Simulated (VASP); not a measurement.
Input of a VASP 6.6.1 run:

Contents of INCAR:

```
SYSTEM = Sb2Pt
  ALGO = Normal
  EDIFF = 1E-7
  ENCUT = 520
  GGA = PE
  ISIF = 2
  ISMEAR = 0
  LASPH = .True.
  LCHARG = .False.
  LREAL = .False.
  LWAVE = .False.
  NBANDS = 17
  NELM = 60
  PREC = Accurate
  SIGMA = 0.05
```

Contents of KPOINTS:

```
k-points
0
Gamma
  10 10 6
  0 0 0
```

File POSCAR:

```
Sb2Pt
1.0
    4.0859690165      0.0000000000      0.0000000000
   -2.0429845082      3.5385529674      0.0000000000
    0.0000000000      0.0000000000      5.2628495671
Pt Sb
1 2
Direct
    0.0000000000      0.0000000000      0.0000000000
    0.3333333333      0.6666666667      0.2541960188
    0.6666666667      0.3333333333      0.7458039812
```

Potentials or basis: VASP PAW PBE potentials, release 64 (Pt, Sb).

Command:

```console
$ cat potpaw_PBE.64/Pt/POTCAR potpaw_PBE.64/Sb/POTCAR > POTCAR
$ mpirun -np 1 vasp_std > vasp.out
```

Q: Estimate the band gap on the k mesh.

A: Zero (bands 10 and 11 overlap by 3.01 eV).

Q: Estimate the largest force.

A: 0.017 eV/Å.

Q: What does it give for the pressure?

A: -1.3 GPa.

Forces in eV/Å, atoms in the order of the input:
```
Pt   0.000  0.000  0.000
Sb   0.000  0.000 -0.017
Sb   0.000  0.000  0.017
```

Caveat: spin-orbit coupling is left out, which moves the levels of the heavy elements.
